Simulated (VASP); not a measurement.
# BaHfO3 in VASP: settings compared

BaHfO3 is run at these levels: PBE, r2SCAN; tasks: single point.

Everything below comes from runs of VASP 6.6.1. Logs are shortened: lines on timing, memory, paths and dates and some standing lists are left out, and cuts for length are marked.

## (1) The cell of the first run

It takes space group Pm-3m (No. 221, cubic). The conventional cell has a = 4.349 Å, b = 4.349 Å, c = 4.349 Å, α = 90.00°, β = 90.00°, γ = 90.00°. Ba (site symmetry m-3m) has 12 O at 3.08 Å and 8 Hf at 3.77 Å within 4.0 Å. Hf (site symmetry m-3m) has 6 O at 2.17 Å within 2.9 Å. Within 2.9 Å of O (site symmetry 4/mmm) lie 2 Hf at 2.17 Å.

## (2) Single point, PBE (strain +4.1%)

Input file INCAR:

```
PREC = Accurate ; ENCUT = 520
EDIFF = 1E-6 ; ISMEAR = -1
SIGMA = 0.02 ; LREAL = F
LASPH = T ; NELM = 80
ALGO = Normal ; ISIF = 2
LWAVE = F ; LCHARG = F
GGA = PE ; NBANDS = 27
```

Input file KPOINTS:

```
regular mesh
0
Gamma
  6 6 6
```

Input file POSCAR:

```
BaHfO3
1.0
    4.3491452601      0.0000000000      0.0000000000
    0.0000000000      4.3491452601      0.0000000000
    0.0000000000      0.0000000000      4.3491452601
Ba Hf O
1 1 3
Direct
    0.5000000000      0.5000000000      0.9980043580
    0.0000000000      0.0000000000      0.4980043580
    0.0000000000      0.5000000000      0.4980043580
    0.5000000000      0.0000000000      0.4980043580
    0.0000000000      0.0000000000      0.9980043580
```

Potentials or basis: VASP PAW PBE potentials, release 64 (Ba_sv, Hf_pv, O).

Launch:

```
$ cat potpaw_PBE.64/Ba_sv/POTCAR potpaw_PBE.64/Hf_pv/POTCAR potpaw_PBE.64/O/POTCAR > POTCAR
$ mpirun -np 1 vasp_std > vasp.out
```

OUTCAR:

```text
PREC = Accurate
   ENCUT = 520
   EDIFF = 1E-6
   ISMEAR = -1
   LREAL = F
   LASPH = T
   NELM = 80
   ISIF = 2
   GGA = PE

 ion  position               nearest neighbor table
   1  0.500  0.500  0.998-   3 3.08   4 3.08   5 3.08   3 3.08   4 3.08   4 3.08   5 3.08   4 3.08
                             3 3.08   5 3.08   3 3.08   5 3.08   2 3.77   2 3.77   2 3.77   2 3.77
   2  0.000  0.000  0.498-   3 2.17   4 2.17   5 2.17   5 2.17   3 2.17   4 2.17   1 3.77   1 3.77
                             1 3.77   1 3.77   1 3.77   1 3.77   1 3.77   1 3.77
   3  0.000  0.500  0.498-   2 2.17   2 2.17   1 3.08   1 3.08   1 3.08   1 3.08
   4  0.500  0.000  0.498-   2 2.17   2 2.17   1 3.08   1 3.08   1 3.08   1 3.08
   5  0.000  0.000  0.998-   2 2.17   2 2.17   1 3.08   1 3.08   1 3.08   1 3.08

  LATTYP: Found a simple cubic cell.
 ALAT       =     4.3491452601

  Lattice vectors:

 A1 = (   4.3491452601,   0.0000000000,   0.0000000000)
 A2 = (   0.0000000000,   4.3491452601,   0.0000000000)
 A3 = (   0.0000000000,   0.0000000000,   4.3491452601)

Analysis of symmetry for initial positions (statically):
=====================================================================
 Subroutine PRICEL returns:
 Original cell was already a primitive cell.

 Routine SETGRP: Setting up the symmetry group for a
 simple cubic supercell.

 Subroutine GETGRP returns: Found 48 space group operations
 (whereof  8 operations were pure point group operations)
 out of a pool of 48 trial point group operations.

The static configuration has the point symmetry C_4v.
 The point group associated with its full space group is O_h .

Analysis of symmetry for dynamics (positions and initial velocities):
=====================================================================
 Subroutine PRICEL returns:
 Original cell was already a primitive cell.

 Routine SETGRP: Setting up the symmetry group for a
 simple cubic supercell.

 Subroutine GETGRP returns: Found 48 space group operations
 (whereof  8 operations were pure point group operations)
 out of a pool of 48 trial point group operations.

The dynamic configuration has the point symmetry C_4v.
 The point group associated with its full space group is O_h .

 Subroutine INISYM returns: Found 48 space group operations
 (whereof  8 operations are pure point group operations),
 and found     1 'primitive' translations

----------------------------------------------------------------------------------------

                                     Primitive cell

  volume of cell :      82.2644

  direct lattice vectors                    reciprocal lattice vectors
     4.349145260  0.000000000  0.000000000     0.229930237  0.000000000  0.000000000
     0.000000000  4.349145260  0.000000000     0.000000000  0.229930237  0.000000000
     0.000000000  0.000000000  4.349145260     0.000000000  0.000000000  0.229930237

  length of vectors
     4.349145260  4.349145260  4.349145260     0.229930237  0.229930237  0.229930237

  position of ions in fractional coordinates (direct lattice)
     0.500000000  0.500000000  0.998004358
     0.000000000  0.000000000  0.498004358
     0.000000000  0.500000000  0.498004358
     0.500000000  0.000000000  0.498004358
     0.000000000  0.000000000  0.998004358

  ion indices of the primitive-cell ions
   primitive index   ion index
                 1           1
                 2           2
                 3           3
                 4           4
                 5           5

----------------------------------------------------------------------------------------

 KPOINTS: regular mesh

Automatic generation of k-mesh.
 Grid dimensions read from file:
 generate k-points for:    6    6    6

 Generating k-lattice:

  Cartesian coordinates                     Fractional coordinates (reciprocal lattice)
     0.038321706  0.000000000  0.000000000     0.166666667  0.000000000  0.000000000
     0.000000000  0.038321706  0.000000000     0.000000000  0.166666667  0.000000000
     0.000000000  0.000000000  0.038321706     0.000000000  0.000000000  0.166666667

  Length of vectors
     0.038321706  0.038321706  0.038321706

  Shift w.r.t. Gamma in fractional coordinates (k-lattice)
     0.000000000  0.000000000  0.000000000

 Subroutine IBZKPT returns following result:
 ===========================================

 Found     20 irreducible k-points:

 Following reciprocal coordinates:
            Coordinates               Weight
  0.000000  0.000000  0.000000      1.000000
  0.166667  0.000000  0.000000      6.000000
  0.333333  0.000000  0.000000      6.000000
  0.500000  0.000000  0.000000      3.000000
  0.166667  0.166667  0.000000     12.000000
  0.333333  0.166667  0.000000     24.000000
[... 12 lines left out ...]
  0.500000  0.500000  0.333333      6.000000
  0.500000  0.500000  0.500000      1.000000
   k-points           NKPTS =     20   k-points in BZ     NKDIM =     20   number of bands    NBANDS=     27
   number of dos      NEDOS =    301   number of ions     NIONS =      5
   total plane-waves  NPLWV =  32768
   dimension x,y,z NGX =    32 NGY =   32 NGZ =   32
   dimension x,y,z NGXF=    64 NGYF=   64 NGZF=   64
   ions per type =               1   1   3
   NGX,Y,Z   is equivalent  to a cutoff of  12.23, 12.23, 12.23 a.u.
   NGXF,Y,Z  is equivalent  to a cutoff of  24.46, 24.46, 24.46 a.u.
 SYSTEM =  unknown system
   PREC   = accura    normal or accurate (medium, high low for compatibility)
   ISTART =      0    job   : 0-new  1-cont  2-samecut
   ICHARG =      2    charge: 1-file 2-atom 10-const
   ISPIN  =      1    spin polarized calculation?
   LNONCOLLINEAR =      F non collinear calculations
   LSORBIT =      F    spin-orbit coupling
   LASPH  =      T    aspherical Exc in radial PAW
   ENCUT  =  520.0 eV  38.22 Ry    6.18 a.u.   8.09  8.09  8.09*2*pi/ulx,y,z
   NELM   =     80;   NELMIN=  2; NELMDL= -5     # of ELM steps
   EDIFF  = 0.1E-05   stopping-criterion for ELM
   LREAL  =      F    real-space projection
   EDIFFG = 0.1E-04   stopping-criterion for IOM
   NSW    =      0    number of steps for IOM
   IBRION =     -1    ionic relax: 0-MD 1-quasi-New 2-CG
   NFREE  =      0    steps in history (QN), initial steepest desc. (CG)
   ISIF   =      2    stress and relaxation
   ISYM   =      2    0-nonsym 1-usesym 2-fastsym
   POTIM  = 0.5000    time-step for ionic-motion
   TEBEG  =    0.0;   TEEND  =   0.0 temperature during run
   PSTRESS=    0.0 pullay stress
   NELECT =      38.0000    total number of electrons
   NUPDOWN=      -1.0000    fix difference up-down
   EMIN   =  10.00;   EMAX   =-10.00  energy-range for DOS
   EFERMI =   0.00;   METHOD = LEGACY
   ISMEAR =    -1;   SIGMA  =   0.02  broadening in eV -4-tet -1-fermi 0-gaus
   EFERMI_NEDOS =   21; number of points for ismear=-14 and -15
   IALGO  =     38    algorithm
   IMIX   =      4    mixing-type and parameters
     AMIX     =   0.40;   BMIX     =  1.00
     AMIX_MAG =   1.60;   BMIX_MAG =  1.00
  volume/ion in A,a.u.               =      16.45       111.03
  Fermi-wavevector in a.u.,A,eV,Ry     =   1.265510  2.391466 21.789929  1.601515
  Thomas-Fermi vector in A             =   2.398759
   LORBIT       =      0    0 simple, 1 ext, 2 COOP (PROOUT), +10 PAW based schemes
   GGA     = PE    functional components
   LHFCALC =     F    Hartree Fock is set to
   AEXX    =    0.0000 exact exchange contribution
   IVDW    =     0    specifies the selected vdW correction
   LEPSILON=     F    determine dielectric tensor
   LRPA    =     F    only Hartree local field effects (RPA)
 non-spin polarized calculation
  energy-cutoff  :      520.00
  volume of cell :       82.26
 maximum number of plane-waves:      2272
   NGX = 17   NGY = 17   NGZ = 17

 number of electron      37.9999986 magnetization

 Free energy of the ion-electron system (eV)
  ---------------------------------------------------
  ext. energy  EPLUGINS =         0.00000000
  ---------------------------------------------------
  free energy    TOTEN  =       -43.20123145 eV

  energy without entropy =      -43.20123145  energy(sigma->0) =      -43.20123145

 E-fermi :   2.2044     XC(G=0): -10.2236

 val. band max:        1.7738108808   @ k =   0.5000   0.5000   0.5000
 cond. band min:       5.0883076954   @ k =   0.0000   0.0000   0.0000
 fundamental gap:      3.3144968146
 Fermi energy:         2.2043623739

 k-point     1 :       0.0000    0.0000    0.0000
  band No.  band energies     occupation
      1     -27.7062      2.00000
      2     -27.7062      2.00000
      3     -27.7062      2.00000
      4     -23.8776      2.00000
      5     -14.5981      2.00000
      6     -14.0868      2.00000
[... 19 lines left out ...]
     26       8.9618      0.00000
     27       8.9618      0.00000

 k-point     2 :       0.1667    0.0000    0.0000
  band No.  band energies     occupation
      1     -27.7232      2.00000
      2     -27.7057      2.00000
      3     -27.7057      2.00000
      4     -23.8689      2.00000
      5     -14.5710      2.00000
      6     -14.0827      2.00000
[... 19 lines left out ...]
     26       8.9578      0.00000
     27       9.4947      0.00000

 k-point     3 :       0.3333    0.0000    0.0000
  band No.  band energies     occupation
      1     -27.7569      2.00000
      2     -27.7047      2.00000
      3     -27.7047      2.00000
      4     -23.8516      2.00000
      5     -14.5808      2.00000
      6     -14.0744      2.00000
[... 19 lines left out ...]
     26       8.9358      0.00000
     27       8.9658      0.00000

 k-point     4 :       0.5000    0.0000    0.0000
  band No.  band energies     occupation
      1     -27.7736      2.00000
      2     -27.7042      2.00000
      3     -27.7042      2.00000
      4     -23.8429      2.00000
      5     -14.6030      2.00000
      6     -14.0705      2.00000
[... 19 lines left out ...]
     26       8.9093      0.00000
     27       8.9832      0.00000
[... 396 lines left out ...]
      4     -23.8128      2.00000
      5     -13.9173      2.00000
      6     -13.7659      2.00000
[... 19 lines left out ...]
     26       9.4399      0.00000
     27      10.0435      0.00000

 k-point    19 :       0.5000    0.5000    0.3333
  band No.  band energies     occupation
      1     -27.7680      2.00000
      2     -27.7680      2.00000
      3     -27.7513      2.00000
      4     -23.8076      2.00000
      5     -13.8231      2.00000
      6     -13.6786      2.00000
[... 19 lines left out ...]
     26       9.6658      0.00000
     27      10.3304      0.00000

 k-point    20 :       0.5000    0.5000    0.5000
  band No.  band energies     occupation
      1     -27.7674      2.00000
      2     -27.7674      2.00000
      3     -27.7674      2.00000
      4     -23.8022      2.00000
      5     -13.6582      2.00000
      6     -13.6582      2.00000
[... 19 lines left out ...]
     26      10.2325      0.00000
     27      10.2325      0.00000

------------------------ aborting loop because EDIFF is reached ----------------------------------------

  FORCE on cell =-STRESS in cart. coord.  units (eV):
  Direction    XX          YY          ZZ          XY          YZ          ZX
  --------------------------------------------------------------------------------------
  -------------------------------------------------------------------------------------
  Total       -6.7137565     -6.7137565     -6.7137565     -0.0000000      0.0000000     -0.0000000
  in kB     -130.7568444   -130.7568444   -130.7568444     -0.0000000      0.0000000     -0.0000000
  external PRESSURE =    -130.7568444 kB  Pullay stress =       0.0000000 kB

 VOLUME and BASIS-vectors are now :
 -----------------------------------------------------------------------------
  energy-cutoff  :      520.00
  volume of cell :       82.26
      direct lattice vectors                 reciprocal lattice vectors
     4.349145260  0.000000000  0.000000000     0.229930237  0.000000000  0.000000000
     0.000000000  4.349145260  0.000000000     0.000000000  0.229930237  0.000000000
     0.000000000  0.000000000  4.349145260     0.000000000  0.000000000  0.229930237

 POSITION                                       TOTAL-FORCE (eV/Angst)
 -----------------------------------------------------------------------------------
      2.17457      2.17457      4.34047         0.000000      0.000000     -0.000000
      0.00000      0.00000      2.16589         0.000000      0.000000     -0.000000
      0.00000      2.17457      2.16589         0.000000     -0.000000      0.000000
      2.17457      0.00000      2.16589         0.000000     -0.000000      0.000000
      0.00000      0.00000      4.34047         0.000000      0.000000     -0.000000
 -----------------------------------------------------------------------------------
    total drift:                                0.000000      0.000000      0.000060

  FREE ENERGIE OF THE ION-ELECTRON SYSTEM (eV)
  ---------------------------------------------------
  free  energy   TOTEN  =       -43.2012314485 eV

  energy  without entropy=      -43.2012314484  energy(sigma->0) =      -43.20123145
```

Run time: 14 s. Hardware: 1 thread of Intel Xeon 6975P-C (Granite Rapids), shared host; peak memory 0.19 GiB.

Results:

```
Free energy            : -43.2012 eV
Pressure               : -13.1 GPa
Band gap on the k mesh : 3.31 eV, indirect (least direct gap 3.63 eV)
```

Levels at points of the mesh, in eV from the valence-band top:
| k point | band 17 | band 18 | band 19 | band 20 | band 21 | band 22 |
| --- | --- | --- | --- | --- | --- | --- |
| (0.00, 0.00, 0.00) | -0.32 | -0.32 | -0.32 | 3.31 | 3.31 | 3.31 |
| (0.50, 0.00, 0.00) | -1.39 | -0.61 | -0.61 | 3.75 | 5.55 | 5.55 |
| (0.50, 0.50, 0.00) | -0.92 | -0.92 | -0.06 | 5.48 | 5.48 | 5.85 |
| (0.50, 0.50, 0.50) | 0.00 | 0.00 | 0.00 | 5.55 | 5.55 | 5.55 |

Caveat: the cell differs from its parent crystal (strain +4.1%); spin-orbit coupling is left out, which moves the levels of the heavy elements. A k mesh can miss the band edges.

## (3) Single point, r2SCAN (strain +4.1%)

POSCAR is that of step 2.

Input file INCAR.step1:

```
ALGO = Normal ; EDIFF = 1E-4
ENCUT = 520 ; GGA = PE
ISMEAR = 0 ; LASPH = True
LCHARG = False ; LREAL = False
LWAVE = True ; NBANDS = 27
NELM = 60 ; PREC = Accurate
SIGMA = 0.01
```

Input file INCAR.step2:

```
ALGO = Normal ; EDIFF = 1E-6
ENCUT = 520 ; ISIF = 2
ISMEAR = 0 ; ISTART = 1
LASPH = True ; LCHARG = False
LMIXTAU = True ; LREAL = False
LWAVE = False ; METAGGA = R2SCAN
NBANDS = 27 ; NELM = 60
PREC = Accurate ; SIGMA = 0.01
```

Input file KPOINTS:

```
k-points
0
Gamma
  6 6 6
```

Potentials or basis: VASP PAW PBE potentials, release 64 (Ba_sv, Hf_pv, O).

Launch:

```
$ cat potpaw_PBE.64/Ba_sv/POTCAR potpaw_PBE.64/Hf_pv/POTCAR potpaw_PBE.64/O/POTCAR > POTCAR
$ cp INCAR.step1 INCAR
$ mpirun -np 1 vasp_std > vasp.out
$ cp INCAR.step2 INCAR
$ mpirun -np 1 vasp_std > vasp.out
```

OUTCAR:

```text
EDIFF = 1E-6
   ENCUT = 520
   ISIF = 2
   ISMEAR = 0
   ISTART = 1
   LASPH = True
   LREAL = False
   METAGGA = R2SCAN
   NELM = 60
   PREC = Accurate

 ion  position               nearest neighbor table
   1  0.500  0.500  0.998-   3 3.08   4 3.08   5 3.08   3 3.08   4 3.08   4 3.08   5 3.08   4 3.08
                             3 3.08   5 3.08   3 3.08   5 3.08   2 3.77   2 3.77   2 3.77   2 3.77
   2  0.000  0.000  0.498-   3 2.17   4 2.17   5 2.17   5 2.17   3 2.17   4 2.17   1 3.77   1 3.77
[... 803 lines left out ...]
  -------------------------------------------------------------------------------------
  Total       -8.5359222     -8.5359222     -8.5359222      0.0000000     -0.0000000     -0.0000000
  in kB     -166.2452673   -166.2452673   -166.2452673      0.0000000     -0.0000000     -0.0000000
  external PRESSURE =    -166.2452673 kB  Pullay stress =       0.0000000 kB

 VOLUME and BASIS-vectors are now :
 -----------------------------------------------------------------------------
  energy-cutoff  :      520.00
  volume of cell :       82.26
      direct lattice vectors                 reciprocal lattice vectors
     4.349145260  0.000000000  0.000000000     0.229930237  0.000000000  0.000000000
     0.000000000  4.349145260  0.000000000     0.000000000  0.229930237  0.000000000
     0.000000000  0.000000000  4.349145260     0.000000000  0.000000000  0.229930237

 POSITION                                       TOTAL-FORCE (eV/Angst)
 -----------------------------------------------------------------------------------
      2.17457      2.17457      4.34047        -0.000000      0.000000     -0.000000
      0.00000      0.00000      2.16589        -0.000000      0.000000     -0.000000
      0.00000      2.17457      2.16589         0.000000     -0.000000      0.000000
      2.17457      0.00000      2.16589        -0.000000     -0.000000      0.000000
      0.00000      0.00000      4.34047        -0.000000      0.000000      0.000000
 -----------------------------------------------------------------------------------
    total drift:                                0.000000      0.000000      0.000028

  FREE ENERGIE OF THE ION-ELECTRON SYSTEM (eV)
  ---------------------------------------------------
  free  energy   TOTEN  =      -107.4555929366 eV

  energy  without entropy=     -107.4555929366  energy(sigma->0) =     -107.45559294
```

OSZICAR.step1:

```text
N       E                     dE             d eps       ncg     rms          rms(c)
DAV:   1     0.207733799722E+03    0.20773E+03   -0.19976E+04  1080   0.133E+03
DAV:   2    -0.384144719353E+02   -0.24615E+03   -0.23672E+03  1402   0.302E+02
DAV:   3    -0.503425456322E+02   -0.11928E+02   -0.11870E+02  1348   0.639E+01
DAV:   4    -0.505841014429E+02   -0.24156E+00   -0.24127E+00  1638   0.751E+00
DAV:   5    -0.505863035031E+02   -0.22021E-02   -0.22008E-02  1337   0.590E-01    0.451E+01
DAV:   6    -0.435307296012E+02    0.70556E+01   -0.37774E+01  1233   0.313E+01    0.424E+01
DAV:   7    -0.432666399688E+02    0.26409E+00   -0.21619E+00  1393   0.858E+00    0.304E+01
DAV:   8    -0.432444327596E+02    0.22207E-01   -0.74232E-01  1278   0.604E+00    0.913E+00
DAV:   9    -0.432008544931E+02    0.43578E-01   -0.13806E-01  1261   0.240E+00    0.205E+00
DAV:  10    -0.432014218559E+02   -0.56736E-03   -0.11251E-02  1431   0.616E-01    0.107E+00
DAV:  11    -0.432011717262E+02    0.25013E-03   -0.84266E-04  1357   0.170E-01    0.270E-01
DAV:  12    -0.432012219914E+02   -0.50265E-04   -0.10165E-04   902   0.649E-02
   1 F= -.43201222E+02 E0= -.43201222E+02  d E =-.340069E-26
```

Run time: 46 s. Hardware: 1 thread of Intel Xeon 6975P-C (Granite Rapids), shared host; peak memory 0.21 GiB.

What came out:

- Free energy: -107.4556 eV
- Pressure: -16.6 GPa
- Band gap on the k mesh: 3.81 eV, indirect (least direct gap 4.14 eV)

Levels at points of the mesh, in eV from the valence-band top:
```csv
k point,band 17,band 18,band 19,band 20,band 21,band 22
"(0.00, 0.00, 0.00)",-0.33,-0.33,-0.33,3.81,3.81,3.81
"(0.50, 0.00, 0.00)",-1.40,-0.64,-0.64,4.24,6.04,6.04
"(0.50, 0.50, 0.00)",-0.93,-0.93,-0.06,5.97,5.97,6.47
"(0.50, 0.50, 0.50)",0.00,0.00,0.00,6.18,6.18,6.18
```

Caveat: the cell differs from its parent crystal (strain +4.1%); the PAW data sets were made with another functional, which shifts forces and pressure a little; spin-orbit coupling is left out, which moves the levels of the heavy elements. A k mesh can miss the band edges.

(Continued in part 2 of 2.)
